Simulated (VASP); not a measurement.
A run of VASP 6.6.1 is set up as follows.

The input INCAR:

```
  PREC = Accurate
  ENCUT = 520
  EDIFF = 1E-6
  ISMEAR = -1
  SIGMA = 0.05
  LREAL = F
  LASPH = T
  NELM = 80
  ALGO = Normal
  ISIF = 2
  LWAVE = F
  LCHARG = F
  GGA = PS
  IVDW = 12
  NBANDS = 17
```

Contents of KPOINTS:

```
Automatic mesh
0
Gamma
  8 8 8
```

The input POSCAR:

```
PbSe
1.0
    0.0000000000      3.0606500000      3.0606500000
    3.0606500000      0.0000000000      3.0606500000
    3.0606500000      3.0606500000      0.0000000000
Pb Se
1 1
Direct
    0.0000000000      0.0000000000      0.0000000000
    0.5000000000      0.5000000000      0.5000000000
```

Potentials or basis: VASP PAW PBE potentials, release 64 (Pb_d, Se).

Run with:

```sh
$ cat potpaw_PBE.64/Pb_d/POTCAR potpaw_PBE.64/Se/POTCAR > POTCAR
$ mpirun -np 1 vasp_std > vasp.out
```

Q: Estimate the band gap on the k mesh.

A: 0.20 eV.

Q: Predict the dispersion energy per atom.

A: -0.358 eV.

Caveat: three body term missing; spin-orbit coupling is left out, which moves the levels of the heavy elements. A k mesh can miss the band edges.
